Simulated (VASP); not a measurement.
# Rh (I4/mmm) in VASP: notebook

The runs below take Rh through single point, with PBE.

Program: VASP 6.6.1. These are calculated values, not measurements. Logs are shortened: lines on timing, memory, paths and dates and some standing lists are left out, and cuts for length are marked.

### 1 The cell of the first run

The structure is tetragonal, space group I4/mmm (No. 139). The conventional cell has a = 2.689 Å, b = 2.689 Å, c = 3.765 Å, α = 90.00°, β = 90.00°, γ = 90.00°. Within 3.5 Å of Rh (site symmetry 4/mmm) lie 12 Rh at 2.68 to 2.69 Å.

### 2 Single point, PBE (strain -0.0100 x Voigt [0, 0, 1, 0, 0, 0])

File INCAR:

```
SYSTEM = Rh
ALGO = Fast
EDIFF = 1E-6
ENCUT = 520
GGA = PE
ISIF = 2
ISMEAR = 1
LASPH = .TRUE.
LCHARG = .FALSE.
LREAL = .FALSE.
LWAVE = .FALSE.
NBANDS = 14
NELM = 60
PREC = Accurate
SIGMA = 0.02
```

File KPOINTS:

```
k-points
0
G
  22 22 22
  0 0 0
```

File POSCAR:

```
Rh
1.0
    0.0000000000      1.9015500000      1.8825345000
    1.9015500000      0.0000000000      1.8825345000
    1.9015500000      1.9015500000      0.0000000000
Rh
1
Direct
    0.0000000000      0.0000000000      0.0000000000
```

Potentials or basis: VASP PAW PBE potentials, release 64 (Rh_pv).

On the command line:

```sh
cat potpaw_PBE.64/Rh_pv/POTCAR > POTCAR
mpirun -np 1 vasp_std > vasp.out
```

OUTCAR:

```text
SYSTEM = Rh
   EDIFF = 1E-6
   ENCUT = 520
   GGA = PE
   ISIF = 2
   ISMEAR = 1
   LASPH = .TRUE.
   LREAL = .FALSE.
   NELM = 60
   PREC = Accurate

 ion  position               nearest neighbor table
   1  0.000  0.000  0.000-

  LATTYP: Found a body centered tetragonal cell.
 ALAT       =     2.6891977995
 C/A-ratio  =     1.4000714267

  Lattice vectors:

 A1 = (   0.0000000000,  -1.9015500000,  -1.8825345000)
 A2 = (   0.0000000000,   1.9015500000,  -1.8825345000)
 A3 = (   1.9015500000,   0.0000000000,   1.8825345000)

Analysis of symmetry for initial positions (statically):
=====================================================================
 Subroutine PRICEL returns:
 Original cell was already a primitive cell.

 Routine SETGRP: Setting up the symmetry group for a
 body centered tetragonal supercell.

 Subroutine GETGRP returns: Found 16 space group operations
 (whereof 16 operations were pure point group operations)
 out of a pool of 16 trial point group operations.

The static configuration has the point symmetry D_4h.

Analysis of symmetry for dynamics (positions and initial velocities):
=====================================================================
 Subroutine PRICEL returns:
 Original cell was already a primitive cell.

 Routine SETGRP: Setting up the symmetry group for a
 body centered tetragonal supercell.

 Subroutine GETGRP returns: Found 16 space group operations
 (whereof 16 operations were pure point group operations)
 out of a pool of 16 trial point group operations.

The dynamic configuration has the point symmetry D_4h.

 Subroutine INISYM returns: Found 16 space group operations
 (whereof 16 operations are pure point group operations),
 and found     1 'primitive' translations

----------------------------------------------------------------------------------------

                                     Primitive cell

  volume of cell :      13.6141

  direct lattice vectors                    reciprocal lattice vectors
     0.000000000  1.901550000  1.882534500    -0.262943388  0.262943388  0.265599382
     1.901550000  0.000000000  1.882534500     0.262943388 -0.262943388  0.265599382
     1.901550000  1.901550000  0.000000000     0.262943388  0.262943388 -0.265599382

  length of vectors
     2.675785594  2.675785594  2.689197800     0.456969893  0.456969893  0.456969893

  position of ions in fractional coordinates (direct lattice)
     0.000000000  0.000000000  0.000000000
[... 79 lines left out ...]
   NSW    =      0    number of steps for IOM
   IBRION =     -1    ionic relax: 0-MD 1-quasi-New 2-CG
   NFREE  =      0    steps in history (QN), initial steepest desc. (CG)
   ISIF   =      2    stress and relaxation
   ISYM   =      2    0-nonsym 1-usesym 2-fastsym
   POTIM  = 0.5000    time-step for ionic-motion
   TEBEG  =    0.0;   TEEND  =   0.0 temperature during run
   PSTRESS=    0.0 pullay stress
   NELECT =      15.0000    total number of electrons
   NUPDOWN=      -1.0000    fix difference up-down
   EMIN   =  10.00;   EMAX   =-10.00  energy-range for DOS
   EFERMI =   0.00;   METHOD = LEGACY
   ISMEAR =     1;   SIGMA  =   0.02  broadening in eV -4-tet -1-fermi 0-gaus
   EFERMI_NEDOS =   21; number of points for ismear=-14 and -15
   IALGO  =     68    algorithm
   IMIX   =      4    mixing-type and parameters
     AMIX     =   0.40;   BMIX     =  1.00
     AMIX_MAG =   1.60;   BMIX_MAG =  1.00
  volume/ion in A,a.u.               =      13.61        91.87
  Fermi-wavevector in a.u.,A,eV,Ry     =   1.690866  3.195273 38.899420  2.859027
  Thomas-Fermi vector in A             =   2.772736
   LORBIT       =      0    0 simple, 1 ext, 2 COOP (PROOUT), +10 PAW based schemes
   GGA     = PE    functional components
   LHFCALC =     F    Hartree Fock is set to
   AEXX    =    0.0000 exact exchange contribution
   IVDW    =     0    specifies the selected vdW correction
   LEPSILON=     F    determine dielectric tensor
   LRPA    =     F    only Hartree local field effects (RPA)
 non-spin polarized calculation
 RMM-DIIS sequential band-by-band and
 Methfessel and Paxton  Order N= 1 SIGMA  =   0.02
  energy-cutoff  :      520.00
  volume of cell :       13.61
 maximum number of plane-waves:       378
   NGX =  9   NGY =  9   NGZ =  9

 number of electron      15.0000007 magnetization

 Free energy of the ion-electron system (eV)
  ---------------------------------------------------
  ext. energy  EPLUGINS =         0.00000000
  ---------------------------------------------------
  free energy    TOTEN  =        -7.24588042 eV

  energy without entropy =       -7.24588729  energy(sigma->0) =       -7.24588271

 E-fermi :  12.0730     XC(G=0): -14.0958

 val. band max:       12.0688722283   @ k =   0.3182   0.2727   0.0000
 cond. band min:      12.0739445692   @ k =  -0.2727   0.1364   0.0909
 fundamental gap:      0.0050723408
 Fermi energy:        12.0730093208

 k-point     1 :       0.0000    0.0000    0.0000
  band No.  band energies     occupation
      1     -34.3156      2.00000
      2     -34.3156      2.00000
      3     -34.3128      2.00000
      4       4.0537      2.00000
      5       8.9225      2.00000
      6       8.9225      2.00000
      7       9.0326      2.00000
      8      11.0111      2.00000
      9      11.1407      2.00000
     10      28.0763      0.00000
     11      32.5819      0.00000
     12      33.4860      0.00000
     13      33.4860      0.00000
     14      33.8044      0.00000
[... 377 lines left out ...]
      1     -35.0600      2.00000
      2     -34.4258      2.00000
      3     -34.4248      2.00000
      4       5.9560      2.00000
      5       8.8821      2.00000
      6       8.8908      2.00000
      7      11.8091      2.00000
      8      12.5953      0.00000
      9      13.5601      0.00000
     10      21.0060      0.00000
     11      27.7390      0.00000
     12      32.5820      0.00000
     13      33.2377      0.00000
     14      33.5238      0.00000

 [... further k-points ...]
[... 5 lines left out ...]
  --------------------------------------------------------------------------------------
  -------------------------------------------------------------------------------------
  Total        0.6701992      0.6701992      0.8622639      0.0000000      0.0000000      0.0000000
  in kB       78.8725858     78.8725858    101.4757731      0.0000000      0.0000000      0.0000000
  external PRESSURE =      86.4069816 kB  Pullay stress =       0.0000000 kB

 VOLUME and BASIS-vectors are now :
 -----------------------------------------------------------------------------
  energy-cutoff  :      520.00
  volume of cell :       13.61
      direct lattice vectors                 reciprocal lattice vectors
     0.000000000  1.901550000  1.882534500    -0.262943388  0.262943388  0.265599382
     1.901550000  0.000000000  1.882534500     0.262943388 -0.262943388  0.265599382
     1.901550000  1.901550000  0.000000000     0.262943388  0.262943388 -0.265599382

 POSITION                                       TOTAL-FORCE (eV/Angst)
 -----------------------------------------------------------------------------------
      0.00000      0.00000      0.00000         0.000000      0.000000      0.000000
 -----------------------------------------------------------------------------------
    total drift:                                0.000000      0.000000      0.000000

  FREE ENERGIE OF THE ION-ELECTRON SYSTEM (eV)
  ---------------------------------------------------
  free  energy   TOTEN  =        -7.2458804187 eV

  energy  without entropy=       -7.2458872937  energy(sigma->0) =       -7.24588271
```

stdout:

```text
POSCAR found type information on POSCAR Rh
 POSCAR found :  1 types and       1 ions
 scaLAPACK will be used
 LDA part: xc-table for (Slater+PW92), standard interpolation
 POSCAR, INCAR and KPOINTS ok, starting setup
 FFT: planning ... GRIDC
 FFT: planning ... GRID_SOFT
 FFT: planning ... GRID
 WAVECAR not read
 entering main loop
WARNING in EDDRMM: call to ZHEGV failed, returncode =   8  4     13
WARNING in EDDRMM: call to ZHEGV failed, returncode =   8  4     13
WARNING in EDDRMM: call to ZHEGV failed, returncode =   8  4     12
```

Wall time 2 min (1 thread of Intel Xeon Platinum 8259CL at 2.50GHz (Skylake/Cascade Lake), shared host); peak memory 0.25 GiB.

What came out:

- Free energy: -7.2459 eV
- Pressure: 8.6 GPa

Caveat: the cell differs from its parent crystal (strain -0.0100 x Voigt [0, 0, 1, 0, 0, 0]).

### 3 Single point, PBE (strain -0.0050 x Voigt [0, 0, 1, 0, 0, 0])

File INCAR:

```
SYSTEM = Rh
PREC     = Accurate       ! precision mode
ENCUT    = 520            ! plane-wave cutoff, eV
EDIFF    = 1E-7           ! SCF threshold, eV
ISMEAR   = 1              ! smearing method
SIGMA    = 0.02           ! smearing width, eV
LREAL    = .False.        ! projectors in reciprocal space
LASPH    = .True.         ! aspherical terms in the spheres
NELM     = 80             ! most SCF steps
ALGO     = Fast           ! electronic algorithm
ISIF     = 2              ! what is computed and relaxed
LWAVE    = .False.        ! write WAVECAR
LCHARG   = .False.        ! write CHGCAR
GGA      = PE             ! functional
NBANDS   = 14             ! bands
```

File KPOINTS:

```
regular mesh
0
Gamma
  22 22 22
  0 0 0
```

File POSCAR:

```
Rh
1.0
    0.0000000000      1.9015500000      1.8920422500
    1.9015500000      0.0000000000      1.8920422500
    1.9015500000      1.9015500000      0.0000000000
Rh
1
Direct
    0.0000000000      0.0000000000      0.0000000000
```

Potentials or basis: VASP PAW PBE potentials, release 64 (Rh_pv).

On the command line:

```sh
cat potpaw_PBE.64/Rh_pv/POTCAR > POTCAR
mpirun -np 1 vasp_std > vasp.out
```

Run time: 2.5 min. Hardware: 1 thread of Intel Xeon Platinum 8259CL at 2.50GHz (Skylake/Cascade Lake), shared host; peak memory 0.25 GiB.

It converged, with:

```
Free energy : -7.2498 eV
Pressure    : 7.2 GPa
```

Stress tensor (GPa, compression positive):
```
6.81 0.00 0.00
0.00 6.81 0.00
0.00 0.00 7.91
```

Levels at points of the mesh, in eV from the Fermi level:
```tsv
k point	band 5	band 6	band 7	band 8	band 9	band 10
(0.00, 0.00, 0.00)	-3.11	-3.11	-3.05	-1.02	-0.96	16.01
(0.50, 0.00, 0.00)	-3.20	-3.14	0.57	0.60	0.74	8.70
(0.50, 0.50, 0.00)	-5.98	0.55	1.01	1.01	3.36	12.44
(0.50, 0.00, 0.50)	-5.98	0.56	0.98	1.03	3.25	12.30
```

Caveat: the cell differs from its parent crystal (strain -0.0050 x Voigt [0, 0, 1, 0, 0, 0]).

### 4 Single point, PBE (strain +0.0050 x Voigt [0, 0, 1, 0, 0, 0])

INCAR: that of step 3 with these lines changed.

```diff
@@ -8,3 +8,3 @@
 LASPH    = .True.         ! aspherical terms in the spheres
-NELM     = 80             ! most SCF steps
+NELM     = 60             ! most SCF steps
 ALGO     = Fast           ! electronic algorithm
```

File KPOINTS:

```
Automatic mesh
0
Gamma
  22 22 22
  0 0 0
```

File POSCAR:

```
Rh
1.0
    0.0000000000      1.9015500000      1.9110577500
    1.9015500000      0.0000000000      1.9110577500
    1.9015500000      1.9015500000      0.0000000000
Rh
1
Direct
    0.0000000000      0.0000000000      0.0000000000
```

Potentials or basis: VASP PAW PBE potentials, release 64 (Rh_pv).

On the command line:

```sh
cat potpaw_PBE.64/Rh_pv/POTCAR > POTCAR
mpirun -np 1 vasp_std > vasp.out
```

OUTCAR:

```text
SYSTEM = Rh
   PREC = Accurate
   ENCUT = 520
   EDIFF = 1E-7
   ISMEAR = 1
   LREAL = .False.
   LASPH = .True.
   NELM = 60
   ISIF = 2
   GGA = PE

 ion  position               nearest neighbor table
   1  0.000  0.000  0.000-

  LATTYP: Found a body centered tetragonal cell.
 ALAT       =     2.6891977995
 C/A-ratio  =     1.4212846302

  Lattice vectors:

 A1 = (  -1.9015500000,   0.0000000000,   1.9110577500)
 A2 = (   1.9015500000,   0.0000000000,   1.9110577500)
 A3 = (   0.0000000000,   1.9015500000,  -1.9110577500)

Analysis of symmetry for initial positions (statically):
=====================================================================
 Subroutine PRICEL returns:
 Original cell was already a primitive cell.

 Routine SETGRP: Setting up the symmetry group for a
 body centered tetragonal supercell.

 Subroutine GETGRP returns: Found 16 space group operations
 (whereof 16 operations were pure point group operations)
 out of a pool of 16 trial point group operations.

The static configuration has the point symmetry D_4h.

Analysis of symmetry for dynamics (positions and initial velocities):
=====================================================================
 Subroutine PRICEL returns:
 Original cell was already a primitive cell.

 Routine SETGRP: Setting up the symmetry group for a
 body centered tetragonal supercell.

 Subroutine GETGRP returns: Found 16 space group operations
 (whereof 16 operations were pure point group operations)
 out of a pool of 16 trial point group operations.

The dynamic configuration has the point symmetry D_4h.

 Subroutine INISYM returns: Found 16 space group operations
 (whereof 16 operations are pure point group operations),
 and found     1 'primitive' translations

----------------------------------------------------------------------------------------

                                     Primitive cell

  volume of cell :      13.8204
[... 110 lines left out ...]
  Thomas-Fermi vector in A             =   2.765795
   LORBIT       =      0    0 simple, 1 ext, 2 COOP (PROOUT), +10 PAW based schemes
   GGA     = PE    functional components
   LHFCALC =     F    Hartree Fock is set to
   AEXX    =    0.0000 exact exchange contribution
   IVDW    =     0    specifies the selected vdW correction
   LEPSILON=     F    determine dielectric tensor
   LRPA    =     F    only Hartree local field effects (RPA)
 non-spin polarized calculation
 RMM-DIIS sequential band-by-band and
 Methfessel and Paxton  Order N= 1 SIGMA  =   0.02
  energy-cutoff  :      520.00
  volume of cell :       13.82
 maximum number of plane-waves:       388
   NGX =  9   NGY =  9   NGZ =  9

 number of electron      15.0000006 magnetization

 Free energy of the ion-electron system (eV)
  ---------------------------------------------------
  ext. energy  EPLUGINS =         0.00000000
  ---------------------------------------------------
  free energy    TOTEN  =        -7.25479989 eV

  energy without entropy =       -7.25476861  energy(sigma->0) =       -7.25478947

 E-fermi :  11.7949     XC(G=0): -13.9987

 val. band max:       11.7937956445   @ k =   0.3636   0.0000   0.3636
 cond. band min:      11.7949265973   @ k =  -0.2727   0.1364   0.0909
 fundamental gap:      0.0011309528
 Fermi energy:        11.7948511622

 k-point     1 :       0.0000    0.0000    0.0000
  band No.  band energies     occupation
      1     -34.5669      2.00000
      2     -34.5654      2.00000
      3     -34.5654      2.00000
      4       3.8879      2.00000
      5       8.7178      2.00000
      6       8.7720      2.00000
      7       8.7720      2.00000
      8      10.7895      2.00000
      9      10.8532      2.00000
     10      27.8093      0.00000
     11      32.3490      0.00000
     12      33.1380      0.00000
     13      33.2908      0.00000
     14      33.2908      0.00000
[... 377 lines left out ...]
      1     -35.2737      2.00000
      2     -34.6796      2.00000
      3     -34.6624      2.00000
      4       5.8031      2.00000
      5       8.6106      2.00000
      6       8.7614      2.00000
      7      11.5636      2.00000
      8      12.2665      0.00000
      9      13.2956      0.00000
     10      20.5666      0.00000
     11      27.4519      0.00000
     12      32.3480      0.00000
     13      32.6927      0.00000
     14      33.2359      0.00000

 [... further k-points ...]
[... 5 lines left out ...]
  --------------------------------------------------------------------------------------
  -------------------------------------------------------------------------------------
  Total        0.4036224      0.4036224      0.3079528      0.0000000      0.0000000      0.0000000
  in kB       46.7914572     46.7914572     35.7005926      0.0000000      0.0000000      0.0000000
  external PRESSURE =      43.0945023 kB  Pullay stress =       0.0000000 kB

 VOLUME and BASIS-vectors are now :
 -----------------------------------------------------------------------------
  energy-cutoff  :      520.00
  volume of cell :       13.82
      direct lattice vectors                 reciprocal lattice vectors
     0.000000000  1.901550000  1.911057750    -0.262943388  0.262943388  0.261635212
     1.901550000  0.000000000  1.911057750     0.262943388 -0.262943388  0.261635212
     1.901550000  1.901550000  0.000000000     0.262943388  0.262943388 -0.261635212

 POSITION                                       TOTAL-FORCE (eV/Angst)
 -----------------------------------------------------------------------------------
      0.00000      0.00000      0.00000        -0.000000      0.000000     -0.000000
 -----------------------------------------------------------------------------------
    total drift:                                0.000000      0.000000      0.000000

  FREE ENERGIE OF THE ION-ELECTRON SYSTEM (eV)
  ---------------------------------------------------
  free  energy   TOTEN  =        -7.2547998918 eV

  energy  without entropy=       -7.2547686147  energy(sigma->0) =       -7.25478947
```

Wall time 2.7 min (1 thread of Intel Xeon Platinum 8259CL at 2.50GHz (Skylake/Cascade Lake), shared host); peak memory 0.25 GiB.

What came out:

| Quantity | Value |
| --- | --- |
| Free energy | -7.2548 eV |
| Pressure | 4.3 GPa |

Caveat: the cell differs from its parent crystal (strain +0.0050 x Voigt [0, 0, 1, 0, 0, 0]).

### 5 Single point, PBE (strain +0.0150 x Voigt [0, 0, 1, 0, 0, 0])

File INCAR:

```
SYSTEM = Rh
ALGO     = Fast           ! electronic algorithm
EDIFF    = 1E-6           ! SCF threshold, eV
ENCUT    = 520            ! plane-wave cutoff, eV
GGA      = PE             ! functional
ISIF     = 2              ! what is computed and relaxed
ISMEAR   = 1              ! smearing method
LASPH    = .True.         ! aspherical terms in the spheres
LCHARG   = .True.         ! write CHGCAR
LELF     = .True.         ! ELF
LREAL    = .False.        ! projectors in reciprocal space
LVHAR    = .True.       
LWAVE    = .False.        ! write WAVECAR
NBANDS   = 14             ! bands
NELM     = 60             ! most SCF steps
PREC     = Accurate       ! precision mode
SIGMA    = 0.02           ! smearing width, eV
```

File KPOINTS:

```
k-points
0
Gamma
  22 22 22
  0 0 0
```

File POSCAR:

```
Rh
1.0
    0.0000000000      1.9015500000      1.9300732500
    1.9015500000      0.0000000000      1.9300732500
    1.9015500000      1.9015500000      0.0000000000
Rh
1
Direct
    0.0000000000      0.0000000000      0.0000000000
```

On the command line:

```sh
cat potpaw_PBE.64/Rh_pv/POTCAR > POTCAR
mpirun -np 1 vasp_std > vasp.out
```

Run time: 2.6 min. Hardware: 1 thread of Intel Xeon Platinum 8259CL at 2.50GHz (Skylake/Cascade Lake), shared host; peak memory 0.25 GiB.

Results (log left out):

```yaml
Free_energy: -7.2562 eV
Pressure: 1.6 GPa
```

Stress tensor (GPa, compression positive):
```
 2.69  0.00  0.00
 0.00  2.69  0.00
 0.00  0.00 -0.60
```

Levels at points of the mesh, in eV from the Fermi level:
```
           k point  band 5  band 6  band 7  band 8  band 9  band 10
(0.00, 0.00, 0.00)   -3.10   -2.94   -2.94   -1.05   -0.87    16.02
(0.50, 0.00, 0.00)   -3.15   -2.99    0.53    0.60    0.76     8.50
(0.50, 0.50, 0.00)   -5.79    0.54    0.96    0.96    3.05    11.82
(0.50, 0.00, 0.50)   -5.80    0.53    0.91    1.04    3.36    12.23
```

Caveat: the cell differs from its parent crystal (strain +0.0150 x Voigt [0, 0, 1, 0, 0, 0]).

### 6 Summary

```tsv
cell	further INCAR settings	gap on the mesh (eV)	pressure (GPa)
a = 2.676, b = 2.676, c = 2.689 Å, angles 59.8, 59.8, 60.3°, 1 atom	ALGO = Fast; EDIFF = 1e-06; NBANDS = 14	none	8.6
a = 2.682, b = 2.682, c = 2.689 Å, angles 59.9, 59.9, 60.2°, 1 atom	ALGO = Fast; EDIFF = 1e-07; NBANDS = 14	none	7.2
a = 2.696, b = 2.696, c = 2.689 Å, angles 60.1, 60.1, 59.8°, 1 atom	ALGO = Fast; EDIFF = 1e-07; NBANDS = 14	none	4.3
a = 2.709, b = 2.709, c = 2.689 Å, angles 60.2, 60.2, 59.5°, 1 atom	ALGO = Fast; EDIFF = 1e-06; NBANDS = 14	none	1.6
```

Alike in all rows: task single point; level PBE; potentials or basis VASP PAW PBE potentials, release 64 (Rh_pv); no spin polarisation; k mesh 22 × 22 × 22; cutoff (eV) 520; smearing methfessel-paxton 0.02 eV.

Total energies depend on the potentials used, so only differences within one code and one set of settings carry meaning.
